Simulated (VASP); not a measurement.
Crystal: NaCl.

```
Cl Na
1.0
     0.00000    2.79406    2.79406
     2.79406    0.00000    2.79406
     2.79406    2.79406    0.00000
Cl Na
1 1
Direct
  0.50000 0.50000 0.50000
  0.00000 0.00000 0.00000
```

Base run:

```yaml
Program: VASP 6.6.1
Functional: r2SCAN0
Potentials_or_basis: VASP PAW PBE potentials, release 64 (Cl, Na_pv)
Cutoff: 520 eV
k_mesh: 5 × 5 × 5
Occupations: fermi-dirac, width 0.05 eV
Spin: no spin polarisation
```

Its results: band gap on the k mesh 7.80 eV; pressure 0.0 GPa.

Q: The run is repeated on the same cell with these changes: functional from r2SCAN0 to PBEsol. What comes out?

A: Band gap on the k mesh 5.03 eV; pressure 0.2 GPa.

Caveats: the PAW data sets were made with another functional, which shifts forces and pressure a little.

